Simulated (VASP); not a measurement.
The system is Sb.

```xyz
1
Lattice="-1.5870 1.5870 2.7299 1.5870 -1.5870 2.7299 1.5870 1.5870 -2.7299" Properties=species:S:1:pos:R:3 pbc="T T T"
Sb    0.0000    0.0000    0.0000
```

This cell differs from its parent crystal: volume scaled by 1.02.

Base run:

* Program: VASP 6.6.1
* Functional: PBE
* Potentials or basis: VASP PAW PBE potentials, release 64 (Sb)
* Cutoff: 520 eV
* k mesh: 12 × 12 × 12
* Occupations: fermi-dirac, width 0.05 eV
* Spin: no spin polarisation

Its results: pressure 0.4 GPa.

After a change of settings the same cell gave: pressure -0.1 GPa. Which change was it?
A. functional from PBE to LDA; potentials or basis from VASP PAW PBE potentials, release 64 (Sb) to VASP PAW LDA potentials, release 64 (Sb)
B. functional from PBE to r2SCAN; further incar settings from ALGO = Normal; EDIFF = 1e-06; NBANDS = 8 to ALGO = Normal; EDIFF = 1e-07; NBANDS = 8
C. functional from PBE to PBEsol

B.

Caveats: the PAW data sets were made with another functional, which shifts forces and pressure a little (some runs).
